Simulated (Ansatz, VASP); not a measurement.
One calculation of BN, two programs

```
B N
1.0
     2.50098    0.00000    0.00000
    -1.25049    2.16591    0.00000
     0.00000    0.00000    6.87416
B N
2 2
Direct
  0.33333 0.66667 0.25000
  0.66667 0.33333 0.75000
  0.27956 0.81358 0.75000
  0.66667 0.33333 0.25000
```

Alike in both runs: task single point; functional r2SCAN; k mesh 12 × 12 × 4; occupations gaussian, width 0.05 eV; no spin polarisation.

|  | VASP | Ansatz |
| --- | --- | --- |
| version | VASP 6.6.1 | Ansatz 0.2.0 |
| potentials or method | VASP PAW PBE potentials, release 64 (B, N), cutoff 520 eV | scalar-relativistic, plane waves, PAW |
| valence electrons in the cell | 16 | 16 |

|  | VASP | Ansatz | Ansatz less VASP |
| --- | --- | --- | --- |
| gap on the k mesh at the Fermi level (eV) | 2.23 | 2.20 | -0.027 |
| least direct gap on the mesh (eV) | 3.36 | 3.38 | +0.023 |
| pressure (GPa) | 26.2 | 26.1 | -0.19 |
| traceless stress, the component that is largest in VASP (GPa) | 34.84 | 34.55 | -0.290 |
| rms of the force components (eV/Å) | 5.968 | 5.936 | -0.0325 |

VASP's potentials were made for PBE, not for r2SCAN. Atom by atom the forces differ by 0.058 eV/Å (rms over components).
